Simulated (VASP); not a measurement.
Runs of VASP 6.6.1 on SrO. The structure is that of space group Fm-3m (No. 225), or close to it. The cells are those of the table. 

| task | level | cell | k mesh | cutoff (eV) | grid for exact exchange (PRECFOCK) | share of exact exchange | screening parameter | gap on the mesh (eV) | pressure (GPa) |
| --- | --- | --- | --- | --- | --- | --- | --- | --- | --- |
| electrostatic potential | HSE06 | a = 3.642 Å, angles 60.0°, 2 atoms | 8 × 8 × 8 | 520 | Fast | 0.25 | 0.2 1/Å | 4.77 | (a) |
| relaxation of cell and atoms | r2SCAN+rVV10 | relaxed from a = 3.627 Å, angles 60.0°, 2 atoms | 10 × 10 × 10 | 600 | - | - | - | 3.70 | 0.0 |
| band structure | r2SCAN+rVV10 | a = 3.642 Å, angles 60.0°, 2 atoms | 10 × 10 × 10 | 520 | - | - | - | 3.70 | 0.1 |
| electrostatic potential | r2SCAN+rVV10 | a = 3.642 Å, angles 60.0°, 2 atoms | 10 × 10 × 10 | 520 | - | - | - | 3.70 | 0.1 |

Alike in all rows: potentials or basis VASP PAW PBE potentials, release 64 (Sr_sv, O); no spin polarisation; smearing gaussian 0.02 eV.

Estimate the missing entries.

(a) 0.7.

Caveats: the PAW data sets were made with another functional, which shifts forces and pressure a little.

A k mesh can miss the band edges, and the runs leave out spin-orbit coupling on Sr.
